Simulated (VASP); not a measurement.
# K2Nb2O (P-3m1) in VASP: relaxation of cell and atoms with PBE

Aim: the relaxation of cell and atoms of K2Nb2O with PBE.

All numbers are computed with VASP 6.6.1; they aren't measurements. Logs are shortened: lines on timing, memory, paths and dates and some standing lists are left out, and cuts for length are marked.

### Step 1. The cell of the first run

It takes space group P-3m1 (No. 164, trigonal). Conventional cell: a = 3.539 Å, b = 3.539 Å, c = 12.493 Å, α = 90.00°, β = 90.00°, γ = 120.00°. K (site symmetry 3m) has 7 K at 3.54 to 4.25 Å and 3 Nb at 3.85 Å and 1 O at 4.12 Å within 4.7 Å. Nb (site symmetry 3m) has 3 O at 2.22 Å and 3 Nb at 2.67 Å within 2.9 Å. Within 2.9 Å of O (site symmetry -3m) lie 6 Nb at 2.22 Å.

The cell was generated, and may not be a known phase.

### Step 2. Relaxation of cell and atoms, PBE

Input file INCAR:

```
SYSTEM = K2Nb2O
ALGO     = Normal         ! electronic algorithm
EDIFF    = 1E-6           ! SCF threshold, eV
EDIFFG   = -0.01          ! ionic threshold
ENCUT    = 600            ! plane-wave cutoff, eV
GGA      = PE             ! functional
IBRION   = 2              ! ionic algorithm
ISIF     = 3              ! what is computed and relaxed
ISMEAR   = 0              ! smearing method
LASPH    = .True.         ! aspherical terms in the spheres
LCHARG   = .False.        ! write CHGCAR
LREAL    = .False.        ! projectors in reciprocal space
LUSENCCL = .False.      
LWAVE    = .False.        ! write WAVECAR
NELM     = 80             ! most SCF steps
NSW      = 100            ! ionic steps
PREC     = Accurate       ! precision mode
SIGMA    = 0.1            ! smearing width, eV
```

Input file KPOINTS:

```
k-points
0
Gamma
  12 12 4
  0 0 0
```

Input file POSCAR:

```
K2Nb2O
1.0
    3.5386745672      0.0000000000      0.0000000000
   -1.7693372836      3.0645820709      0.0000000000
    0.0000000000      0.0000000000     12.4933203195
K Nb O
2 2 1
Direct
    0.0000000000      0.0000000000      0.3298037954
    0.0000000000      0.0000000000      0.6701962046
    0.3333333333      0.6666666667      0.9309760785
    0.6666666667      0.3333333333      0.0690239215
    0.0000000000      0.0000000000      0.0000000000
```

Potentials or basis: VASP PAW PBE potentials, release 64 (K_sv, Nb_sv, O).

Command:

```console
$ cat potpaw_PBE.64/K_sv/POTCAR potpaw_PBE.64/Nb_sv/POTCAR potpaw_PBE.64/O/POTCAR > POTCAR
$ mpirun -np 1 vasp_std > vasp.out
```

OUTCAR:

```text
SYSTEM = K2Nb2O
   EDIFF = 1E-6
   EDIFFG = -0.01
   ENCUT = 600
   GGA = PE
   IBRION = 2
   ISIF = 3
   ISMEAR = 0
   LASPH = .True.
   LREAL = .False.
   NELM = 80
   NSW = 100
   PREC = Accurate

 ion  position               nearest neighbor table
   1  0.000  0.000  0.330-
   2  0.000  0.000  0.670-
   3  0.333  0.667  0.931-   5 2.22   5 2.22   5 2.22   4 2.67   4 2.67   4 2.67
   4  0.667  0.333  0.069-   5 2.22   5 2.22   5 2.22   3 2.67   3 2.67   3 2.67
   5  0.000  0.000  0.000-   3 2.22   4 2.22   3 2.22   4 2.22   4 2.22   3 2.22

  LATTYP: Found a hexagonal cell.
 ALAT       =     3.5386745672
 C/A-ratio  =     3.5305084099

  Lattice vectors:

 A1 = (   3.5386745672,   0.0000000000,   0.0000000000)
 A2 = (  -1.7693372836,   3.0645820709,   0.0000000000)
 A3 = (   0.0000000000,   0.0000000000,  12.4933203195)

Analysis of symmetry for initial positions (statically):
=====================================================================
 Subroutine PRICEL returns:
 Original cell was already a primitive cell.

 Routine SETGRP: Setting up the symmetry group for a
 hexagonal supercell.

 Subroutine GETGRP returns: Found 12 space group operations
 (whereof 12 operations were pure point group operations)
 out of a pool of 24 trial point group operations.

The static configuration has the point symmetry D_3d.

Analysis of symmetry for dynamics (positions and initial velocities):
=====================================================================
 Subroutine PRICEL returns:
 Original cell was already a primitive cell.

 Routine SETGRP: Setting up the symmetry group for a
 hexagonal supercell.

 Subroutine GETGRP returns: Found 12 space group operations
 (whereof 12 operations were pure point group operations)
 out of a pool of 24 trial point group operations.

The dynamic configuration has the point symmetry D_3d.

 Subroutine INISYM returns: Found 12 space group operations
 (whereof 12 operations are pure point group operations),
 and found     1 'primitive' translations

----------------------------------------------------------------------------------------

                                     Primitive cell

  volume of cell :     135.4845

  direct lattice vectors                    reciprocal lattice vectors
     3.538674567  0.000000000  0.000000000     0.282591683  0.163154384 -0.000000000
    -1.769337284  3.064582071  0.000000000     0.000000000  0.326308768  0.000000000
     0.000000000  0.000000000 12.493320320     0.000000000 -0.000000000  0.080042773

  length of vectors
     3.538674567  3.538674567 12.493320320     0.326308768  0.326308768  0.080042773

  position of ions in fractional coordinates (direct lattice)
     0.000000000  0.000000000  0.329803795
     0.000000000  0.000000000  0.670196205
     0.333333333  0.666666667  0.930976079
     0.666666667  0.333333333  0.069023921
     0.000000000  0.000000000  0.000000000

  ion indices of the primitive-cell ions
   primitive index   ion index
                 1           1
                 2           2
                 3           3
                 4           4
                 5           5

----------------------------------------------------------------------------------------

 KPOINTS: k-points

Automatic generation of k-mesh.
 Grid dimensions read from file:
 generate k-points for:   12   12    4

 Generating k-lattice:

  Cartesian coordinates                     Fractional coordinates (reciprocal lattice)
     0.023549307  0.013596199 -0.000000000     0.083333333  0.000000000  0.000000000
     0.000000000  0.027192397  0.000000000     0.000000000  0.083333333  0.000000000
     0.000000000 -0.000000000  0.020010693     0.000000000  0.000000000  0.250000000

  Length of vectors
     0.027192397  0.027192397  0.020010693

  Shift w.r.t. Gamma in fractional coordinates (k-lattice)
     0.000000000  0.000000000  0.000000000

 Subroutine IBZKPT returns following result:
 ===========================================

 Found     69 irreducible k-points:

 Following reciprocal coordinates:
            Coordinates               Weight
  0.000000  0.000000  0.000000      1.000000
  0.083333  0.000000  0.000000      6.000000
  0.166667  0.000000  0.000000      6.000000
  0.250000  0.000000  0.000000      6.000000
  0.333333  0.000000  0.000000      6.000000
  0.416667  0.000000  0.000000      6.000000
[... 16 lines left out ...]
  0.166667  0.000000  0.250000      6.000000
  0.000000  0.166667  0.250000      6.000000
 [... further k-points ...]
   k-points           NKPTS =     69   k-points in BZ     NKDIM =     69   number of bands    NBANDS=     30
   number of dos      NEDOS =    301   number of ions     NIONS =      5
   total plane-waves  NPLWV =  78400
   dimension x,y,z NGX =    28 NGY =   28 NGZ =  100
   dimension x,y,z NGXF=    56 NGYF=   56 NGZF=  200
   ions per type =               2   2   1
   NGX,Y,Z   is equivalent  to a cutoff of  13.15, 13.15, 13.31 a.u.
   NGXF,Y,Z  is equivalent  to a cutoff of  26.31, 26.31, 26.61 a.u.
 SYSTEM =  K2Nb2O
   PREC   = accura    normal or accurate (medium, high low for compatibility)
   ISTART =      0    job   : 0-new  1-cont  2-samecut
   ICHARG =      2    charge: 1-file 2-atom 10-const
   ISPIN  =      1    spin polarized calculation?
   LNONCOLLINEAR =      F non collinear calculations
   LSORBIT =      F    spin-orbit coupling
   LASPH  =      T    aspherical Exc in radial PAW
   ENCUT  =  600.0 eV  44.10 Ry    6.64 a.u.   7.07  7.07 24.95*2*pi/ulx,y,z
   NELM   =     80;   NELMIN=  2; NELMDL= -5     # of ELM steps
   EDIFF  = 0.1E-05   stopping-criterion for ELM
   LREAL  =      F    real-space projection
   EDIFFG = -.1E-01   stopping-criterion for IOM
   NSW    =    100    number of steps for IOM
   IBRION =      2    ionic relax: 0-MD 1-quasi-New 2-CG
   NFREE  =      1    steps in history (QN), initial steepest desc. (CG)
   ISIF   =      3    stress and relaxation
   ISYM   =      2    0-nonsym 1-usesym 2-fastsym
   POTIM  = 0.5000    time-step for ionic-motion
   TEBEG  =    0.0;   TEEND  =   0.0 temperature during run
   PSTRESS=    0.0 pullay stress
   NELECT =      50.0000    total number of electrons
   NUPDOWN=      -1.0000    fix difference up-down
   EMIN   =  10.00;   EMAX   =-10.00  energy-range for DOS
   EFERMI =   0.00;   METHOD = LEGACY
   ISMEAR =     0;   SIGMA  =   0.10  broadening in eV -4-tet -1-fermi 0-gaus
   EFERMI_NEDOS =   21; number of points for ismear=-14 and -15
   IALGO  =     38    algorithm
   IMIX   =      4    mixing-type and parameters
     AMIX     =   0.40;   BMIX     =  1.00
     AMIX_MAG =   1.60;   BMIX_MAG =  1.00
  volume/ion in A,a.u.               =      27.10       182.86
  Fermi-wavevector in a.u.,A,eV,Ry     =   1.174271  2.219050 18.761234  1.378912
  Thomas-Fermi vector in A             =   2.310670
   LORBIT       =      0    0 simple, 1 ext, 2 COOP (PROOUT), +10 PAW based schemes
   GGA     = PE    functional components
   LHFCALC =     F    Hartree Fock is set to
   AEXX    =    0.0000 exact exchange contribution
   IVDW    =     0    specifies the selected vdW correction
   LEPSILON=     F    determine dielectric tensor
   LRPA    =     F    only Hartree local field effects (RPA)
 conjugate gradient relaxation of ions
 non-spin polarized calculation
 Gauss-broadening in eV      SIGMA  =   0.10
  energy-cutoff  :      600.00
  volume of cell :      135.48
 maximum number of plane-waves:      4550
   NGX = 15   NGY = 15   NGZ = 49

--------------------------------------- Ionic step        1  -------------------------------------------

 number of electron      50.0000002 magnetization

 Free energy of the ion-electron system (eV)
  ---------------------------------------------------
  ext. energy  EPLUGINS =         0.00000000
  ---------------------------------------------------
  free energy    TOTEN  =       -27.99461990 eV

  energy without entropy =      -27.97779200  energy(sigma->0) =      -27.98620595

------------------------ aborting loop because EDIFF is reached ----------------------------------------

  FORCE on cell =-STRESS in cart. coord.  units (eV):
  Direction    XX          YY          ZZ          XY          YZ          ZX
  --------------------------------------------------------------------------------------
  -------------------------------------------------------------------------------------
  Total       -0.1379113     -0.1379113     -0.2039873      0.0000000     -0.0000000     -0.0000000
  in kB       -1.6308747     -1.6308747     -2.4122589      0.0000000     -0.0000000     -0.0000000
  external PRESSURE =      -1.8913361 kB  Pullay stress =       0.0000000 kB
[... 258 lines left out ...]
  energy  without entropy=      -27.9802377372  energy(sigma->0) =      -27.98850666

--------------------------------------- Ionic step        8  -------------------------------------------

 number of electron      50.0000003 magnetization

 Free energy of the ion-electron system (eV)
  ---------------------------------------------------
  ext. energy  EPLUGINS =         0.00000000
  ---------------------------------------------------
  free energy    TOTEN  =       -27.99681167 eV

  energy without entropy =      -27.98022277  energy(sigma->0) =      -27.98851722

 E-fermi :   4.3261     XC(G=0):  -8.7912

 val. band max:        4.3174456911   @ k =   0.1667   0.1667   0.0000
 cond. band min:       4.3266390619   @ k =   0.2500   0.0000   0.5000
 fundamental gap:      0.0091933708
 Fermi energy:         4.3260543617

 k-point     1 :       0.0000    0.0000    0.0000
  band No.  band energies     occupation
      1     -51.3088      2.00000
      2     -50.9745      2.00000
      3     -27.7859      2.00000
      4     -27.7804      2.00000
      5     -27.6654      2.00000
      6     -27.4374      2.00000
[... 781 lines left out ...]
     29       5.9295      0.00000
     30       6.3781      0.00000

 [... further k-points ...]
[... 5 lines left out ...]
  --------------------------------------------------------------------------------------
  -------------------------------------------------------------------------------------
  Total        0.0020632      0.0020632      0.0133120      0.0000000     -0.0000000      0.0000000
  in kB        0.0246627      0.0246627      0.1591286      0.0000000     -0.0000000      0.0000000
  external PRESSURE =       0.0694847 kB  Pullay stress =       0.0000000 kB
[... 20 lines left out ...]
  FREE ENERGIE OF THE ION-ELECTRON SYSTEM (eV)
  ---------------------------------------------------
  free  energy   TOTEN  =       -27.9968116750 eV

  energy  without entropy=      -27.9802227736  energy(sigma->0) =      -27.98851722

 reached required accuracy - stopping structural energy minimisation
```

Run time: 22 min. Hardware: 1 × NVIDIA H100 80GB with 1 thread of AMD EPYC 7R13 (Zen 3), shared host; peak memory 1.5 GiB.

What came out:

- Free energy: -27.9968 eV
- Relaxed volume: 26.81 Å³/atom
- Relaxed cell: a = 3.532 Å, b = 3.532 Å, c = 12.409 Å, α = 90.00°, β = 90.00°, γ = 120.00°
- Space group after relaxing (to 0.1 Å): P-3m1 (No. 164)
- Energy gained by relaxing: 0.4 meV/atom
- Ionic steps: 8
- Pressure after relaxing: 0.0 GPa
- Largest force after relaxing: 0.007 eV/Å
- Band gap on the k mesh: zero (bands 25 and 26 overlap by 0.85 eV)

Forces on the atoms (eV/Å):
```
K    0.000  0.000 -0.007
K    0.000  0.000  0.007
Nb   0.000  0.000  0.002
Nb   0.000  0.000 -0.002
O    0.000  0.000  0.000
```

Step by step:
| step | energy change (eV) | largest force (eV/Å) | pressure (GPa) | volume (Å³) |
| --- | --- | --- | --- | --- |
| 1 | 0.0000 | 0.0925 | -0.19 | 135.48 |
| 2 | -0.0013 | 0.0539 | -0.09 | 134.86 |
| 3 | -0.0019 | 0.0123 | 0.09 | 133.87 |
| 4 | -0.0019 | 0.0155 | 0.06 | 134.07 |
| 5 | -0.0021 | 0.0357 | -0.07 | 134.15 |
| 6 | -0.0021 | 0.0299 | -0.06 | 134.14 |
| 7 | -0.0022 | 0.0208 | 0.05 | 133.95 |
| 8 | -0.0022 | 0.0067 | 0.01 | 134.03 |

Final structure:
```xyz
5
Lattice="3.5316 0.0000 0.0000 -1.7658 3.0585 0.0000 0.0000 0.0000 12.4088" Properties=species:S:1:pos:R:3 pbc="T T T"
K     3.5316    0.0000    4.0864
K     0.0000    0.0000    8.3224
Nb    0.0000    2.0390   11.5413
Nb    1.7658    1.0195    0.8674
O     0.0000    0.0000    0.0000
```

Levels at points of the mesh, in eV from the Fermi level:
| k point | band 23 | band 24 | band 25 | band 26 | band 27 | band 28 |
| --- | --- | --- | --- | --- | --- | --- |
| (0.00, 0.00, 0.00) | -2.04 | -2.01 | -1.55 | -0.29 | 1.05 | 1.24 |
| (0.50, 0.00, 0.00) | -1.22 | -0.76 | -0.18 | 0.37 | 1.19 | 1.25 |
| (0.00, 0.00, 0.50) | -2.04 | -2.04 | -0.75 | -0.14 | -0.11 | 1.71 |
| (0.50, 0.00, 0.50) | -1.21 | -0.76 | -0.25 | 0.40 | 1.25 | 1.29 |
